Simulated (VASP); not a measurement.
# CuAu3 (Pm-3m) in VASP: single point with PBEsol

Aim: the single point of CuAu3 with PBEsol.

Everything below comes from runs of VASP 6.6.1. Logs are shortened: lines on timing, memory, paths and dates and some standing lists are left out, and cuts for length are marked.

## 1. The cell of the first run

Symmetry: Pm-3m, No. 221, cubic system. The conventional cell has a = 3.980 Å, b = 3.980 Å, c = 3.980 Å, α = 90.00°, β = 90.00°, γ = 90.00°. Au (site symmetry 4/mmm) has 8 Au at 2.81 Å and 4 Cu at 2.81 Å within 3.7 Å. Within 3.7 Å of Cu (site symmetry m-3m) lie 12 Au at 2.81 Å.

## 2. Single point, PBEsol

Input file INCAR:

```
SYSTEM = CuAu3
PREC = Accurate
ENCUT = 520
EDIFF = 1E-6
ISMEAR = -1
SIGMA = 0.05
LREAL = .False.
LASPH = .True.
NELM = 100
ALGO = Normal
ISIF = 2
LWAVE = .False.
LCHARG = .True.
GGA = PS
LELF = .True.
LVHAR = .True.
NBANDS = 30
```

Input file KPOINTS:

```
regular mesh
0
Gamma
  7 7 7
  0 0 0
```

Input file POSCAR:

```
CuAu3
1.0
    3.9800000000      0.0000000000      0.0000000000
    0.0000000000      3.9800000000      0.0000000000
    0.0000000000      0.0000000000      3.9800000000
Au Cu
3 1
Direct
    0.5000000000      0.5000000000      0.0000000000
    0.5000000000      0.0000000000      0.5000000000
    0.0000000000      0.5000000000      0.5000000000
    0.0000000000      0.0000000000      0.0000000000
```

Potentials or basis: VASP PAW PBE potentials, release 64 (Au, Cu).

On the command line:

```console
$ cat potpaw_PBE.64/Au/POTCAR potpaw_PBE.64/Cu/POTCAR > POTCAR
$ mpirun -np 1 vasp_std > vasp.out
```

OUTCAR:

```text
SYSTEM = CuAu3
   PREC = Accurate
   ENCUT = 520
   EDIFF = 1E-6
   ISMEAR = -1
   LREAL = .False.
   LASPH = .True.
   NELM = 100
   ISIF = 2
   GGA = PS

 ion  position               nearest neighbor table
   1  0.500  0.500  0.000-   2 2.81   3 2.81   4 2.81   2 2.81   3 2.81   2 2.81   4 2.81   2 2.81
                             3 2.81   4 2.81   3 2.81   4 2.81
   2  0.500  0.000  0.500-   1 2.81   3 2.81   4 2.81   1 2.81   4 2.81   1 2.81   3 2.81   1 2.81
                             3 2.81   4 2.81   4 2.81   3 2.81
   3  0.000  0.500  0.500-   1 2.81   2 2.81   4 2.81   1 2.81   4 2.81   2 2.81   4 2.81   4 2.81
                             1 2.81   2 2.81   1 2.81   2 2.81
   4  0.000  0.000  0.000-   1 2.81   2 2.81   3 2.81   2 2.81   3 2.81   1 2.81   3 2.81   3 2.81
                             1 2.81   2 2.81   2 2.81   1 2.81

  LATTYP: Found a simple cubic cell.
 ALAT       =     3.9800000000

  Lattice vectors:

 A1 = (   3.9800000000,   0.0000000000,   0.0000000000)
 A2 = (   0.0000000000,   3.9800000000,   0.0000000000)
 A3 = (   0.0000000000,   0.0000000000,   3.9800000000)

Analysis of symmetry for initial positions (statically):
=====================================================================
 Subroutine PRICEL returns:
 Original cell was already a primitive cell.

 Routine SETGRP: Setting up the symmetry group for a
 simple cubic supercell.

 Subroutine GETGRP returns: Found 48 space group operations
 (whereof 48 operations were pure point group operations)
 out of a pool of 48 trial point group operations.

The static configuration has the point symmetry O_h .

Analysis of symmetry for dynamics (positions and initial velocities):
=====================================================================
 Subroutine PRICEL returns:
 Original cell was already a primitive cell.

 Routine SETGRP: Setting up the symmetry group for a
 simple cubic supercell.

 Subroutine GETGRP returns: Found 48 space group operations
 (whereof 48 operations were pure point group operations)
 out of a pool of 48 trial point group operations.

The dynamic configuration has the point symmetry O_h .

 Subroutine INISYM returns: Found 48 space group operations
 (whereof 48 operations are pure point group operations),
 and found     1 'primitive' translations

----------------------------------------------------------------------------------------

                                     Primitive cell

  volume of cell :      63.0448

  direct lattice vectors                    reciprocal lattice vectors
     3.980000000  0.000000000  0.000000000     0.251256281  0.000000000  0.000000000
     0.000000000  3.980000000  0.000000000     0.000000000  0.251256281  0.000000000
     0.000000000  0.000000000  3.980000000     0.000000000  0.000000000  0.251256281

  length of vectors
     3.980000000  3.980000000  3.980000000     0.251256281  0.251256281  0.251256281

  position of ions in fractional coordinates (direct lattice)
     0.500000000  0.500000000  0.000000000
     0.500000000  0.000000000  0.500000000
     0.000000000  0.500000000  0.500000000
     0.000000000  0.000000000  0.000000000

  ion indices of the primitive-cell ions
   primitive index   ion index
                 1           1
                 2           2
                 3           3
                 4           4

----------------------------------------------------------------------------------------

 KPOINTS: regular mesh

Automatic generation of k-mesh.
 Grid dimensions read from file:
 generate k-points for:    7    7    7

 Generating k-lattice:

  Cartesian coordinates                     Fractional coordinates (reciprocal lattice)
     0.035893754  0.000000000  0.000000000     0.142857143  0.000000000  0.000000000
     0.000000000  0.035893754  0.000000000     0.000000000  0.142857143  0.000000000
     0.000000000  0.000000000  0.035893754     0.000000000  0.000000000  0.142857143

  Length of vectors
     0.035893754  0.035893754  0.035893754

  Shift w.r.t. Gamma in fractional coordinates (k-lattice)
     0.000000000  0.000000000  0.000000000

 Subroutine IBZKPT returns following result:
 ===========================================

 Found     20 irreducible k-points:

 Following reciprocal coordinates:
            Coordinates               Weight
  0.000000  0.000000  0.000000      1.000000
  0.142857  0.000000  0.000000      6.000000
  0.285714  0.000000  0.000000      6.000000
  0.428571  0.000000  0.000000      6.000000
  0.142857  0.142857  0.000000     12.000000
  0.285714  0.142857  0.000000     24.000000
[... 12 lines left out ...]
  0.428571  0.428571  0.285714     24.000000
  0.428571  0.428571  0.428571      8.000000
   k-points           NKPTS =     20   k-points in BZ     NKDIM =     20   number of bands    NBANDS=     30
   number of dos      NEDOS =    301   number of ions     NIONS =      4
   total plane-waves  NPLWV =  27000
   dimension x,y,z NGX =    30 NGY =   30 NGZ =   30
   dimension x,y,z NGXF=    60 NGYF=   60 NGZF=   60
   ions per type =               3   1
   NGX,Y,Z   is equivalent  to a cutoff of  12.53, 12.53, 12.53 a.u.
   NGXF,Y,Z  is equivalent  to a cutoff of  25.06, 25.06, 25.06 a.u.
 SYSTEM =  CuAu3
   PREC   = accura    normal or accurate (medium, high low for compatibility)
   ISTART =      0    job   : 0-new  1-cont  2-samecut
   ICHARG =      2    charge: 1-file 2-atom 10-const
   ISPIN  =      1    spin polarized calculation?
   LNONCOLLINEAR =      F non collinear calculations
   LSORBIT =      F    spin-orbit coupling
   LASPH  =      T    aspherical Exc in radial PAW
   ENCUT  =  520.0 eV  38.22 Ry    6.18 a.u.   7.40  7.40  7.40*2*pi/ulx,y,z
   NELM   =    100;   NELMIN=  2; NELMDL= -5     # of ELM steps
   EDIFF  = 0.1E-05   stopping-criterion for ELM
   LREAL  =      F    real-space projection
   EDIFFG = 0.1E-04   stopping-criterion for IOM
   NSW    =      0    number of steps for IOM
   IBRION =     -1    ionic relax: 0-MD 1-quasi-New 2-CG
   NFREE  =      0    steps in history (QN), initial steepest desc. (CG)
   ISIF   =      2    stress and relaxation
   ISYM   =      2    0-nonsym 1-usesym 2-fastsym
   POTIM  = 0.5000    time-step for ionic-motion
   TEBEG  =    0.0;   TEEND  =   0.0 temperature during run
   PSTRESS=    0.0 pullay stress
   NELECT =      44.0000    total number of electrons
   NUPDOWN=      -1.0000    fix difference up-down
   EMIN   =  10.00;   EMAX   =-10.00  energy-range for DOS
   EFERMI =   0.00;   METHOD = LEGACY
   ISMEAR =    -1;   SIGMA  =   0.05  broadening in eV -4-tet -1-fermi 0-gaus
   EFERMI_NEDOS =   21; number of points for ismear=-14 and -15
   IALGO  =     38    algorithm
   IMIX   =      4    mixing-type and parameters
     AMIX     =   0.40;   BMIX     =  1.00
     AMIX_MAG =   1.60;   BMIX_MAG =  1.00
  volume/ion in A,a.u.               =      15.76       106.36
  Fermi-wavevector in a.u.,A,eV,Ry     =   1.452143  2.744152 28.690859  2.108719
  Thomas-Fermi vector in A             =   2.569559
   LORBIT       =      0    0 simple, 1 ext, 2 COOP (PROOUT), +10 PAW based schemes
   GGA     = PS    functional components
   LHFCALC =     F    Hartree Fock is set to
   AEXX    =    0.0000 exact exchange contribution
   IVDW    =     0    specifies the selected vdW correction
   LEPSILON=     F    determine dielectric tensor
   LRPA    =     F    only Hartree local field effects (RPA)
 non-spin polarized calculation
  energy-cutoff  :      520.00
  volume of cell :       63.04
 maximum number of plane-waves:      1743
 NGX is ok and might be reduce to    30
   NGX = 15   NGY = 15   NGZ = 15

 number of electron      44.0000040 magnetization

 Free energy of the ion-electron system (eV)
  ---------------------------------------------------
  ext. energy  EPLUGINS =         0.00000000
  ---------------------------------------------------
  free energy    TOTEN  =       -16.18891397 eV

  energy without entropy =      -16.17596412  energy(sigma->0) =      -16.18243905

 E-fermi :   8.9656     XC(G=0): -12.8731

 val. band max:        8.8772946915   @ k =   0.4286   0.4286   0.2857
 cond. band min:       8.9689103710   @ k =   0.4286   0.4286   0.1429
 fundamental gap:      0.0916156796
 Fermi energy:         8.9655543726

 k-point     1 :       0.0000    0.0000    0.0000
  band No.  band energies     occupation
      1      -0.9655      2.00000
      2       1.5104      2.00000
      3       2.3387      2.00000
      4       2.3387      2.00000
      5       2.3387      2.00000
      6       2.4544      2.00000
[... 22 lines left out ...]
     29      18.7688      0.00000
     30      18.7688      0.00000

 k-point     2 :       0.1429    0.0000    0.0000
  band No.  band energies     occupation
      1      -0.7251      2.00000
      2       1.6544      2.00000
      3       2.4038      2.00000
      4       2.4651      2.00000
      5       2.4651      2.00000
      6       2.4910      2.00000
[... 22 lines left out ...]
     29      18.7136      0.00000
     30      18.8145      0.00000

 k-point     3 :       0.2857    0.0000    0.0000
  band No.  band energies     occupation
      1      -0.0424      2.00000
      2       2.0202      2.00000
      3       2.5410      2.00000
      4       2.5716      2.00000
      5       2.8349      2.00000
      6       2.8349      2.00000
[... 22 lines left out ...]
     29      18.2417      0.00000
     30      18.7493      0.00000

 k-point     4 :       0.4286    0.0000    0.0000
  band No.  band energies     occupation
      1       0.8707      2.00000
      2       2.1915      2.00000
      3       2.5657      2.00000
      4       2.7400      2.00000
      5       3.3830      2.00000
      6       3.3830      2.00000
[... 484 lines left out ...]
     29      21.6367      0.00000
     30      22.1206      0.00000

 k-point    19 :       0.4286    0.4286    0.2857
  band No.  band energies     occupation
      1       1.8181      2.00000
      2       2.1185      2.00000
      3       2.1355      2.00000
      4       2.3242      2.00000
      5       3.9159      2.00000
      6       3.9373      2.00000
[... 22 lines left out ...]
     29      22.5085      0.00000
     30      23.4672      0.00000

 k-point    20 :       0.4286    0.4286    0.4286
  band No.  band energies     occupation
      1       1.7578      2.00000
      2       1.8551      2.00000
      3       1.9383      2.00000
      4       1.9383      2.00000
      5       3.9946      2.00000
      6       3.9946      2.00000
[... 22 lines left out ...]
     29      23.8154      0.00000
     30      24.1726      0.00000

------------------------ aborting loop because EDIFF is reached ----------------------------------------

  FORCE on cell =-STRESS in cart. coord.  units (eV):
  Direction    XX          YY          ZZ          XY          YZ          ZX
  --------------------------------------------------------------------------------------
  -------------------------------------------------------------------------------------
  Total       -0.4495985     -0.4495985     -0.4495985      0.0000000      0.0000000     -0.0000000
  in kB      -11.4257897    -11.4257897    -11.4257897      0.0000000      0.0000000     -0.0000000
  external PRESSURE =     -11.4257897 kB  Pullay stress =       0.0000000 kB

 VOLUME and BASIS-vectors are now :
 -----------------------------------------------------------------------------
  energy-cutoff  :      520.00
  volume of cell :       63.04
      direct lattice vectors                 reciprocal lattice vectors
     3.980000000  0.000000000  0.000000000     0.251256281  0.000000000  0.000000000
     0.000000000  3.980000000  0.000000000     0.000000000  0.251256281  0.000000000
     0.000000000  0.000000000  3.980000000     0.000000000  0.000000000  0.251256281

 POSITION                                       TOTAL-FORCE (eV/Angst)
 -----------------------------------------------------------------------------------
      1.99000      1.99000      0.00000         0.000000      0.000000      0.000000
      1.99000      0.00000      1.99000         0.000000      0.000000      0.000000
      0.00000      1.99000      1.99000         0.000000      0.000000      0.000000
      0.00000      0.00000      0.00000         0.000000      0.000000      0.000000
 -----------------------------------------------------------------------------------
    total drift:                                0.000000      0.000000     -0.000000

  FREE ENERGIE OF THE ION-ELECTRON SYSTEM (eV)
  ---------------------------------------------------
  free  energy   TOTEN  =       -16.1889139750 eV

  energy  without entropy=      -16.1759641171  energy(sigma->0) =      -16.18243905
```

It took 26 s on 1 thread of Intel Xeon Platinum 8488C (Sapphire Rapids), shared host; peak memory 0.18 GiB.

Results:

| Property | Result |
| --- | --- |
| Free energy | -16.1889 eV |
| Pressure | -1.1 GPa |
| Band gap on the k mesh | zero (band 22 reaches 10.08 eV, above the bottom of band 23 at 8.69 eV) |

Levels at points of the mesh, in eV from the Fermi level:
```
           k point  band 19  band 20  band 21  band 22  band 23  band 24  band 25  band 26
(0.00, 0.00, 0.00)    -1.40    -1.40    -1.40     1.03     1.03     1.03     5.99     5.99
```

Caveat: the PAW data sets were made with another functional, which shifts forces and pressure a little; spin-orbit coupling is left out, which moves the levels of the heavy elements.
